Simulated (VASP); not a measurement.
A run of VASP 6.6.1:

File INCAR:

```
PREC     = Accurate       # precision mode
ENCUT    = 500            # plane-wave cutoff, eV
EDIFF    = 1E-8           # SCF threshold, eV
ISMEAR   = -1             # smearing method
SIGMA    = 0.05           # smearing width, eV
LREAL    = F              # projectors in reciprocal space
LASPH    = T              # aspherical terms in the spheres
NELM     = 120            # most SCF steps
ALGO     = Normal         # electronic algorithm
ISIF     = 2              # what is computed and relaxed
LWAVE    = F              # write WAVECAR
LCHARG   = F              # write CHGCAR
NBANDS   = 16             # bands
IBRION   = 8              # ionic algorithm
NSW      = 1              # ionic steps
GGA_COMPAT= F
```

The input KPOINTS:

```
Automatic mesh
0
Gamma
  10 10 10
```

The input POSCAR:

```
GaSb
1.0
    0.0000000000      3.0400914476      3.0400914476
    3.0400914476      0.0000000000      3.0400914476
    3.0400914476      3.0400914476      0.0000000000
Ga Sb
1 1
Direct
    0.0000000000      0.0000000000      0.0000000000
    0.7500000000      0.7500000000      0.7500000000
```

Potentials or basis: VASP PAW LDA potentials, release 64 (Ga_d, Sb).

Run with:

```console
$ cat potpaw_LDA.64/Ga_d/POTCAR potpaw_LDA.64/Sb/POTCAR > POTCAR
$ mpirun -np 1 vasp_std > vasp.out
```

Hardware: 1 thread of Intel(R) Xeon(R) Platinum 8259CL CPU @ 2.50GHz (Skylake/Cascade Lake) (shared host).

Q: How long does it take, and how much memory?

A: It took 5.1 min on 1 thread of Intel(R) Xeon(R) Platinum 8259CL CPU @ 2.50GHz (Skylake/Cascade Lake) (shared host), peak memory 0.43 GiB. Counts: scf iterations 39, k points 47.
